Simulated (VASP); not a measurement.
# Ba3ScTi4O12 (a cell with a defect) in VASP: relaxation of the atoms with PBE

Aim: the relaxation of the atoms of Ba3ScTi4O12 (a cell with a defect) with PBE.

Everything below comes from runs of VASP 6.6.1. Logs are shortened: lines on timing, memory, paths and dates and some standing lists are left out, and cuts for length are marked.

## Step 1: The cell of the first run

The cell holds a defect, 20 atoms: a = 6.939 Å, b = 6.939 Å, c = 6.939 Å, α = 109.47°, β = 109.47°, γ = 109.47°.

## Step 2: Relaxation of the atoms, PBE, collinear spin

The input, INCAR:

```
PREC = Accurate
ENCUT = 520
EDIFF = 1E-6
ISMEAR = -1
SIGMA = 0.01
LREAL = Auto
LASPH = T
NELM = 150
ALGO = Normal
ISIF = 2
LWAVE = F
LCHARG = F
ISPIN = 2
MAGMOM = 1 0 0 0 0 0 0 0 0 0 0 0 0 0 0 0 0 0 0 0
LORBIT = 11
LMAXMIX = 4
GGA = PE
IBRION = 2
NSW = 60
EDIFFG = -0.03
KPAR = 4
```

The input, KPOINTS:

```
Automatic mesh
0
Gamma
  3 3 3
```

The input, POSCAR:

```
Ba3ScTi4O12
1.0
   -4.0060000000      4.0060000000      4.0060000000
    4.0060000000     -4.0060000000      4.0060000000
    4.0060000000      4.0060000000     -4.0060000000
Sc Ba Ti O
1 3 4 12
Direct
    0.5000000000      0.5000000000      0.5000000000
    0.0000000000      0.0000000000      0.5000000000
    0.0000000000      0.5000000000      0.0000000000
    0.5000000000      0.0000000000      0.0000000000
    0.0000000000      0.0000000000      0.0000000000
    0.5000000000      0.5000000000      0.0000000000
    0.5000000000      0.0000000000      0.5000000000
    0.0000000000      0.5000000000      0.5000000000
    0.0000000000      0.2500000000      0.2500000000
    0.5000000000      0.7500000000      0.2500000000
    0.5000000000      0.2500000000      0.7500000000
    0.0000000000      0.7500000000      0.7500000000
    0.2500000000      0.0000000000      0.2500000000
    0.7500000000      0.5000000000      0.2500000000
    0.7500000000      0.0000000000      0.7500000000
    0.2500000000      0.5000000000      0.7500000000
    0.2500000000      0.2500000000      0.0000000000
    0.7500000000      0.7500000000      0.0000000000
    0.7500000000      0.2500000000      0.5000000000
    0.2500000000      0.7500000000      0.5000000000
```

Potentials or basis: VASP PAW PBE potentials, release 64 (Sc_sv, Ba_sv, Ti_sv, O).

The run is started by

```sh
$ cat potpaw_PBE.64/Sc_sv/POTCAR potpaw_PBE.64/Ba_sv/POTCAR potpaw_PBE.64/Ti_sv/POTCAR potpaw_PBE.64/O/POTCAR > POTCAR
$ mpirun -np 4 vasp_std > vasp.out
```

OUTCAR:

```text
PREC = Accurate
   ENCUT = 520
   EDIFF = 1E-6
   ISMEAR = -1
   LREAL = Auto
   LASPH = T
   NELM = 150
   ISIF = 2
   ISPIN = 2
   LORBIT = 11
   GGA = PE
   IBRION = 2
   NSW = 60
   EDIFFG = -0.03

 ion  position               nearest neighbor table
   1  0.500  0.500  0.500-   2 4.01   3 4.01   4 4.01   4 4.01   3 4.01   2 4.01
   2  0.000  0.000  0.500-   9 2.83  11 2.83  12 2.83  13 2.83  15 2.83  16 2.83  17 2.83  19 2.83
                            20 2.83  18 2.83  14 2.83  10 2.83   5 3.47   5 3.47   6 3.47   8 3.47
   3  0.000  0.500  0.000-   9 2.83  10 2.83  12 2.83  13 2.83  14 2.83  16 2.83  17 2.83  18 2.83
                            20 2.83  19 2.83  15 2.83  11 2.83   5 3.47   8 3.47   6 3.47   5 3.47
   4  0.500  0.000  0.000-   9 2.83  10 2.83  11 2.83  13 2.83  14 2.83  15 2.83  17 2.83  18 2.83
                            19 2.83  20 2.83  16 2.83  12 2.83   5 3.47   7 3.47   6 3.47   6 3.47
   5  0.000  0.000  0.000-   9 2.00  12 2.00  13 2.00  15 2.00  17 2.00  18 2.00   2 3.47   3 3.47
                             4 3.47   2 3.47   3 3.47   4 3.47
   6  0.500  0.500  0.000-  10 2.00  11 2.00  14 2.00  16 2.00  17 2.00  18 2.00   2 3.47   3 3.47
                             4 3.47   4 3.47   3 3.47   2 3.47
   7  0.500  0.000  0.500-  10 2.00  11 2.00  13 2.00  15 2.00  19 2.00  20 2.00   2 3.47   3 3.47
                             4 3.47   4 3.47   2 3.47   3 3.47
   8  0.000  0.500  0.500-   9 2.00  12 2.00  14 2.00  16 2.00  19 2.00  20 2.00   2 3.47   3 3.47
                             4 3.47   3 3.47   2 3.47   4 3.47
   9  0.000  0.250  0.250-   5 2.00   8 2.00   2 2.83   3 2.83   4 2.83
  10  0.500  0.750  0.250-   6 2.00   7 2.00   2 2.83   4 2.83   3 2.83
  11  0.500  0.250  0.750-   6 2.00   7 2.00   3 2.83   4 2.83   2 2.83
  12  0.000  0.750  0.750-   5 2.00   8 2.00   4 2.83   2 2.83   3 2.83
  13  0.250  0.000  0.250-   5 2.00   7 2.00   2 2.83   4 2.83   3 2.83
  14  0.750  0.500  0.250-   6 2.00   8 2.00   2 2.83   3 2.83   4 2.83
  15  0.750  0.000  0.750-   5 2.00   7 2.00   4 2.83   2 2.83   3 2.83
  16  0.250  0.500  0.750-   6 2.00   8 2.00   3 2.83   4 2.83   2 2.83
  17  0.250  0.250  0.000-   5 2.00   6 2.00   3 2.83   4 2.83   2 2.83
  18  0.750  0.750  0.000-   5 2.00   6 2.00   4 2.83   2 2.83   3 2.83
  19  0.750  0.250  0.500-   7 2.00   8 2.00   2 2.83   3 2.83   4 2.83
  20  0.250  0.750  0.500-   7 2.00   8 2.00   2 2.83   4 2.83   3 2.83

  LATTYP: Found a body centered cubic cell.
 ALAT       =     8.0120000000

  Lattice vectors:

 A1 = (  -4.0060000000,   4.0060000000,   4.0060000000)
 A2 = (   4.0060000000,  -4.0060000000,   4.0060000000)
 A3 = (   4.0060000000,   4.0060000000,  -4.0060000000)

Analysis of symmetry for initial positions (statically):
=====================================================================
 Subroutine PRICEL returns:
 Original cell was already a primitive cell.

 Routine SETGRP: Setting up the symmetry group for a
 body centered cubic supercell.
[... 201 lines left out ...]

------------------------ aborting loop because EDIFF is reached ----------------------------------------

  FORCE on cell =-STRESS in cart. coord.  units (eV):
  Direction    XX          YY          ZZ          XY          YZ          ZX
  --------------------------------------------------------------------------------------
  -------------------------------------------------------------------------------------
  Total       -3.2969284     -3.2969284     -3.2969284      0.0000000     -0.0000000      0.0000000
  in kB      -20.5412689    -20.5412689    -20.5412689      0.0000000     -0.0000000      0.0000000
  external PRESSURE =     -20.5412689 kB  Pullay stress =       0.0000000 kB
[... 95 lines left out ...]
--------------------------------------- Ionic step        3  -------------------------------------------

 number of electron     160.9999993 magnetization       0.3323886

 Free energy of the ion-electron system (eV)
  ---------------------------------------------------
  ext. energy  EPLUGINS =         0.00000000
  ---------------------------------------------------
  free energy    TOTEN  =      -162.32139232 eV

  energy without entropy =     -162.31584461  energy(sigma->0) =     -162.31861847

 E-fermi :   6.0863     XC(G=0): -11.1229

 val. band max:        6.0847976273   @ k =   0.3333   0.0000   0.0000
 cond. band min:       6.1007440062   @ k =   0.3333   0.0000   0.0000
 fundamental gap:      0.0159463789
 Fermi energy:         6.0863012157

 spin component 1

 k-point     1 :       0.0000    0.0000    0.0000
  band No.  band energies     occupation
      1     -52.5342      1.00000
      2     -52.5321      1.00000
      3     -52.5321      1.00000
      4     -52.5321      1.00000
      5     -46.3948      1.00000
      6     -28.8156      1.00000
[... 369 lines left out ...]
     91       7.4643      0.00000
     92       7.4643      0.00000
 Fermi energy:         6.0863012157

 spin component 2

 k-point     1 :       0.0000    0.0000    0.0000
  band No.  band energies     occupation
      1     -52.5006      1.00000
      2     -52.4985      1.00000
      3     -52.4985      1.00000
      4     -52.4985      1.00000
      5     -46.2094      1.00000
      6     -28.7891      1.00000
[... 369 lines left out ...]
     91       7.4970      0.00000
     92       7.4970      0.00000
 [bands above 92 left out]

------------------------ aborting loop because EDIFF is reached ----------------------------------------

  FORCE on cell =-STRESS in cart. coord.  units (eV):
  Direction    XX          YY          ZZ          XY          YZ          ZX
  --------------------------------------------------------------------------------------
  -------------------------------------------------------------------------------------
  Total       -4.2727723     -4.2727723     -4.2727723      0.0000000     -0.0000000     -0.0000000
  in kB      -26.6211923    -26.6211923    -26.6211923      0.0000000     -0.0000000     -0.0000000
  external PRESSURE =     -26.6211923 kB  Pullay stress =       0.0000000 kB
[... 35 lines left out ...]
  FREE ENERGIE OF THE ION-ELECTRON SYSTEM (eV)
  ---------------------------------------------------
  free  energy   TOTEN  =      -162.3213923233 eV

  energy  without entropy=     -162.3158446138  energy(sigma->0) =     -162.31861847

 reached required accuracy - stopping structural energy minimisation

 total charge

# of ion       s       p       d       tot
------------------------------------------
    1        2.091   6.033   0.746   8.870
    2        2.006   5.647   0.321   7.975
    3        2.006   5.647   0.321   7.975
    4        2.006   5.647   0.321   7.975
    5        2.206   6.262   1.725  10.193
    6        2.206   6.262   1.725  10.193
[... 12 lines left out ...]
   19        1.564   3.453   0.000   5.017
   20        1.564   3.453   0.000   5.017
--------------------------------------------------
tot         35.702  89.458   8.609 133.769

 magnetization (x)

# of ion       s       p       d       tot
------------------------------------------
    1        0.002   0.001   0.181   0.184
    2        0.000  -0.000   0.002   0.002
    3        0.000  -0.000   0.002   0.002
    4        0.000  -0.000   0.002   0.002
    5        0.000   0.000   0.032   0.032
    6        0.000   0.000   0.032   0.032
[... 12 lines left out ...]
   19        0.000  -0.003   0.000  -0.003
   20        0.000  -0.003   0.000  -0.003
--------------------------------------------------
tot          0.003  -0.038   0.314   0.278
```

OSZICAR:

```text
N       E                     dE             d eps       ncg     rms          rms(c)
DAV:   1     0.251980599456E+04    0.25198E+04   -0.76290E+04  1552   0.182E+03
DAV:   2     0.315559021085E+03   -0.22042E+04   -0.21198E+04  1560   0.576E+02
[... 35 lines left out ...]
DAV:   5    -0.162321333324E+03    0.71451E-02   -0.19634E-02  1918   0.579E-01    0.238E-01
DAV:   6    -0.162321342225E+03   -0.89006E-05   -0.84639E-03  2304   0.331E-01    0.950E-02
DAV:   7    -0.162321372834E+03   -0.30609E-04   -0.64135E-04  2166   0.915E-02    0.421E-02
DAV:   8    -0.162321390446E+03   -0.17611E-04   -0.83626E-05  1920   0.344E-02    0.240E-02
DAV:   9    -0.162321391482E+03   -0.10369E-05   -0.13359E-05  1998   0.167E-02    0.943E-03
DAV:  10    -0.162321392323E+03   -0.84092E-06   -0.57894E-06  1674   0.915E-03
   3 F= -.16232139E+03 E0= -.16231862E+03  d E =-.294215E+00  mag=     0.3324
```

Run time: 4.5 min. Hardware: 4 MPI ranks of Intel Xeon Platinum 8559C (Emerald Rapids), shared host; peak memory 0.65 GiB.

What came out:

```
Free energy                                           : -162.3214 eV
Energy gained by relaxing                             : 14.7 meV/atom
Ionic steps                                           : 3
Pressure after relaxing                               : -2.7 GPa
Largest force after relaxing                          : 0.009 eV/Å
Net moment                                            : 0.33 μB per cell
Site moments                                          : Sc +0.18; Ba +0.00; Ti +0.03; O -0.00 μB
Valence electrons inside the program's atomic spheres : Sc 8.87; Ba 7.97; Ti 10.19; O 5.02
```

Forces on the atoms (eV/Å):
```
Sc   0.000  0.000  0.000
Ba   0.000  0.000  0.000
Ba   0.000  0.000  0.000
Ba   0.000  0.000  0.000
Ti   0.000  0.000  0.000
Ti   0.000  0.000  0.000
Ti   0.000  0.000  0.000
Ti   0.000  0.000  0.000
O    0.000  0.006  0.006
O    0.000  0.006 -0.006
O    0.000 -0.006  0.006
O    0.000 -0.006 -0.006
O    0.006  0.000  0.006
O    0.006  0.000 -0.006
O   -0.006  0.000 -0.006
O   -0.006  0.000  0.006
O    0.006  0.006  0.000
O   -0.006 -0.006  0.000
O    0.006 -0.006  0.000
O   -0.006  0.006  0.000
```

Step by step:
| step | energy change (eV) | largest force (eV/Å) | pressure (GPa) |
| --- | --- | --- | --- |
| 1 | 0.0000 | 0.6973 | -2.05 |
| 2 | -0.2138 | 0.3629 | -2.40 |
| 3 | -0.2942 | 0.0086 | -2.66 |

Final structure:
```xyz
20
Lattice="-4.0060 4.0060 4.0060 4.0060 -4.0060 4.0060 4.0060 4.0060 -4.0060" Properties=species:S:1:pos:R:3 pbc="T T T"
Sc    2.0030    2.0030    2.0030
Ba    2.0030    2.0030   -2.0030
Ba    2.0030   -2.0030    2.0030
Ba   -2.0030    2.0030    2.0030
Ti    0.0000    0.0000    0.0000
Ti    0.0000    0.0000    4.0060
Ti    0.0000    4.0060    0.0000
Ti    4.0060    0.0000    0.0000
O     2.0030    0.0496    0.0496
O     2.0030    0.0496    3.9564
O     2.0030    3.9564    0.0496
O     2.0030    3.9564    3.9564
O     0.0496    2.0030    0.0496
O     0.0496    2.0030    3.9564
O     3.9564    2.0030    3.9564
O     3.9564    2.0030    0.0496
O     0.0496    0.0496    2.0030
O     3.9564    3.9564    2.0030
O     0.0496    3.9564    2.0030
O     3.9564    0.0496    2.0030
```

Levels at points of the mesh, in eV from the Fermi level:
Spin up:
```
           k point  band 79  band 80  band 81  band 82  band 83  band 84
(0.00, 0.00, 0.00)    -2.45    -2.38    -0.42    -0.42    -0.42     0.02
```
Spin down:
| k point | band 77 | band 78 | band 79 | band 80 | band 81 | band 82 | band 83 | band 84 |
| --- | --- | --- | --- | --- | --- | --- | --- | --- |
| (0.00, 0.00, 0.00) | -2.52 | -2.45 | -2.45 | -2.39 | -0.37 | -0.37 | -0.37 | 0.25 |

Caveat: the k points lie up to 0.37 Å⁻¹ apart; spin-orbit coupling is left out, which moves the levels of the heavy elements; semilocal functionals often make such compounds metallic where correlation or magnetic order opens a gap, which also shifts bond lengths.
